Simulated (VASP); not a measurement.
Set up this calculation in VASP 6.6.1, as the native input.

```yaml
Task: single point
Functional: PBE
Potentials_or_basis: VASP PAW PBE potentials, release 64 (Pb_d, Se)
Cutoff: 520 eV
k_mesh: 8 × 8 × 6
Occupations: gaussian, width 0.02 eV
Spin: no spin polarisation
Dipole_correction: no
Further_INCAR_settings: ALGO = Normal; EDIFF = 1e-06; NBANDS = 28
```

The structure of PbSe lies in POSCAR:

```
PbSe
1.0
    4.4647380387      0.0000000000      0.0000000000
    0.0000000000      4.4647380387      0.0000000000
    0.0000000000      0.0000000000      6.2007666703
Pb Se
2 2
Direct
    0.0000000000      0.0000000000      0.0000000000
    0.5000000000      0.5000000000      0.5000000000
    0.5000000000      0.5000000000      0.0000000000
    0.0000000000      0.0000000000      0.5000000000
```

One way to write it, as run:

INCAR

```
SYSTEM = PbSe
  PREC = Accurate
  ENCUT = 520
  EDIFF = 1E-6
  ISMEAR = 0
  SIGMA = 0.02
  LREAL = .False.
  LASPH = .True.
  NELM = 100
  ALGO = Normal
  ISIF = 2
  LWAVE = .False.
  LCHARG = .False.
  GGA = PE
  NBANDS = 28
```

KPOINTS

```
regular mesh
0
Gamma
  8 8 6
  0 0 0
```

Potentials or basis: VASP PAW PBE potentials, release 64 (Pb_d, Se).

Run with:

```sh
$ cat potpaw_PBE.64/Pb_d/POTCAR potpaw_PBE.64/Se/POTCAR > POTCAR
$ mpirun -np 1 vasp_std > vasp.out
```

Results of the run:

| Item | Value |
| --- | --- |
| Pressure | -1.2 GPa |
| Band gap on the k mesh | 0.51 eV |

Caveat: spin-orbit coupling is left out, which moves the levels of the heavy elements.

Run time: 2.4 min on 1 thread of Intel(R) Xeon(R) Platinum 8259CL CPU @ 2.50GHz (Skylake/Cascade Lake), on a shared host, peak memory 0.34 GiB.
